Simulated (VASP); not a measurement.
Input of a VASP 6.6.1 run:

File INCAR:

```
SYSTEM = SiW6
PREC = Accurate
ENCUT = 520
EDIFF = 1E-6
ISMEAR = 0
SIGMA = 0.1
LREAL = .FALSE.
LASPH = .TRUE.
NELM = 100
ALGO = Normal
ISIF = 2
LWAVE = .FALSE.
LCHARG = .FALSE.
LDIPOL = .TRUE.
IDIPOL = 3
DIPOL = 0.5 0.5 0.318
GGA = PE
IVDW = 12
NBANDS = 53
```

KPOINTS

```
Automatic mesh
0
G
  6 6 1
  0 0 0
```

File POSCAR:

```
SiW6
1.0
    4.4682526324      0.0000000000      0.0000000000
   -2.2341263162      3.8696202902      0.0000000000
    0.0000000000      0.0000000000     21.7259061349
W Si
6 1
Direct
    0.6666666667      0.3333333333      0.1841119986
    0.3333333333      0.6666666667      0.2260931360
    0.0000000000      0.0000000000      0.2680742733
    0.6666666667      0.3333333333      0.3070897866
    0.3333333333      0.6666666667      0.3466976876
    0.0000000000      0.0000000000      0.3832248047
    0.2222222222      0.1111111111      0.5121032037
```

Potentials or basis: VASP PAW PBE potentials, release 64 (W_sv, Si).

Run with:

```sh
$ cat potpaw_PBE.64/W_sv/POTCAR potpaw_PBE.64/Si/POTCAR > POTCAR
$ mpirun -np 1 vasp_std > vasp.out
```

(1) Predict the dispersion energy per atom.

(2) Predict the largest force.

## Answers

(1) -0.402 eV.

(2) 2.248 eV/Å.
